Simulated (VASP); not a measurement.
A run of VASP 6.6.1 is set up as follows.

Contents of INCAR:

```
SYSTEM = Rh
PREC = Accurate
ENCUT = 520
EDIFF = 1E-6
ISMEAR = 0
SIGMA = 0.15
LREAL = .False.
LASPH = .True.
NELM = 80
ALGO = Normal
ISIF = 2
LWAVE = .False.
LCHARG = .False.
GGA = PE
NBANDS = 14
```

File KPOINTS:

```
regular mesh
0
Gamma
  20 20 20
  0 0 0
```

POSCAR

```
Rh
1.0
    0.0000000000      1.8895822249      1.9150524221
    1.8895822249      0.0000000000      1.9150524221
    1.8895822249      1.8895822249      0.0000000000
Rh
1
Direct
    0.0000000000      0.0000000000      0.0000000000
```

Potentials or basis: VASP PAW PBE potentials, release 64 (Rh_pv).

Command:

```sh
$ cat potpaw_PBE.64/Rh_pv/POTCAR > POTCAR
$ mpirun -np 1 vasp_std > vasp.out
```

**Question.** What does it give for the pressure?

**Answer.** 7.6 GPa.

Stress tensor (GPa, compression positive):
```
8.74 0.00 0.00
0.00 8.74 0.00
0.00 0.00 5.39
```
